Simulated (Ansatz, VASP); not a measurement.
# Pb: VASP beside Ansatz

INCAR

```
PREC = Accurate
ENCUT = 520
EDIFF = 1E-6
ISMEAR = -1
SIGMA = 0.05
LREAL = False
LASPH = True
NELM = 100
ALGO = Fast
ISIF = 2
LWAVE = False
LCHARG = False
GGA = CA
NBANDS = 13
```

File KPOINTS:

```
regular mesh
0
Gamma
  9 9 9
```

Contents of POSCAR:

```
Pb
1.0
   -2.0184862782      2.0184862782      2.0184862782
    2.0184862782     -2.0184862782      2.0184862782
    2.0184862782      2.0184862782     -2.0184862782
Pb
1
Direct
    0.0000000000      0.0000000000      0.0000000000
```

Contents of input.yaml:

```yaml
crystal:
  lattice:
    - [-2.0184862782, 2.0184862782, 2.0184862782]
    - [2.0184862782, -2.0184862782, 2.0184862782]
    - [2.0184862782, 2.0184862782, -2.0184862782]
  atoms:
    - { symbol: Pb, position: [0.0, 0.0, 0.0] }
hamiltonian:
  xc: lda
  pseudopotentials: { kind: paw }
kpoints:
  mp_grid: { grid: [9, 9, 9] }
scf:
  occupations: { method: fermi_dirac, width: 0.05 }
output:
  forces: true
  stress: true
  eigenvalues: true
  write_density: true
  write_potential: true
  elf: true
  volumetric_format: npy
```

Alike in both runs: task single point; functional LDA; k mesh 9 × 9 × 9; occupations fermi-dirac, width 0.05 eV; no spin polarisation.

```csv
,VASP,Ansatz
version,VASP 6.6.1,Ansatz 0.2.0
potentials or method,"VASP PAW LDA potentials, release 64 (Pb_d)",Ansatz PAW
plane-wave cutoff (eV),520,420
valence electrons in the cell,14,14
```

```tsv
	VASP	Ansatz	Ansatz less VASP
gap on the k mesh at the Fermi level (eV)	none	none	-
pressure (GPa)	-5.0	-5.0	-0.01
```

LDA's correlation is that of Perdew and Zunger in VASP and of Perdew and Wang (1992) in Ansatz. A gap of «none» marks a metal or a gap that the smearing closes.

Neither program's run includes spin-orbit coupling.
